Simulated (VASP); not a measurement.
The system is InAs.

```
CELL_PARAMETERS angstrom
3.96530 0.00000 0.00000
-1.98265 3.43405 0.00000
0.00000 0.00000 6.84890
ATOMIC_POSITIONS crystal
In 0.00000 0.00000 0.00000
In 0.00000 0.00000 0.50000
As 0.33333 0.66667 0.25000
As 0.66667 0.33333 0.75000
```

Base run:

- Program: VASP 6.6.1
- Functional: PBEsol
- Dispersion: D3(BJ)
- Potentials or basis: VASP PAW PBE potentials, release 64 (In_d, As)
- Cutoff: 500 eV
- k mesh: 6 × 6 × 4
- Occupations: fermi-dirac, width 0.02 eV
- Spin: no spin polarisation

Its results: band gap on the k mesh zero (band 18 reaches 6.53 eV, above the bottom of band 19 at 3.50 eV); pressure -3.6 GPa.

The run is repeated on the same cell with these changes: dispersion from D3(BJ) to none. What comes out?

Band gap on the k mesh zero (band 18 reaches 6.53 eV, above the bottom of band 19 at 3.50 eV); pressure -1.0 GPa.

Dispersion adds attraction, which lowers the pressure at fixed volume and, as a term added to the energy, leaves the levels alone.

Caveats: the PAW data sets were made with another functional, which shifts forces and pressure a little; spin-orbit coupling is left out, which moves the levels of the heavy elements; pairwise dispersion overbinds metals, which lowers pressure and volume (some runs).
